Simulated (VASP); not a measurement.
Input of a VASP 6.6.1 run:

The input INCAR:

```
  PREC = Accurate
  ENCUT = 520
  EDIFF = 1E-6
  ISMEAR = -1
  SIGMA = 0.1
  LREAL = False
  LASPH = True
  NELM = 100
  ALGO = Normal
  ISIF = 2
  LWAVE = False
  LCHARG = False
  GGA = PE
  NBANDS = 30
```

Contents of KPOINTS:

```
Automatic mesh
0
Gamma
  10 10 3
```

Contents of POSCAR:

```
La
1.0
    3.7726980145      0.0000000000      0.0000000000
   -1.8863490072      3.2672523214      0.0000000000
    0.0000000000      0.0000000000     12.1127038589
La
4
Direct
    0.0000000000      0.0000000000      0.0000000000
    0.0000000000      1.0000000000      0.5000000000
    0.3333333333      0.6666666667      0.7500000000
    0.6666666667      0.3333333333      0.2500000000
```

Potentials or basis: VASP PAW PBE potentials, release 64 (La).

Command:

```sh
$ cat potpaw_PBE.64/La/POTCAR > POTCAR
$ mpirun -np 1 vasp_std > vasp.out
```

Question: Predict the pressure.

Answer: 0.1 GPa.

Question: Predict the band gap on the k mesh.

Answer: Zero (bands 22 and 23 overlap by 1.22 eV).

Caveat: spin-orbit coupling is left out, which moves the levels of the heavy elements.
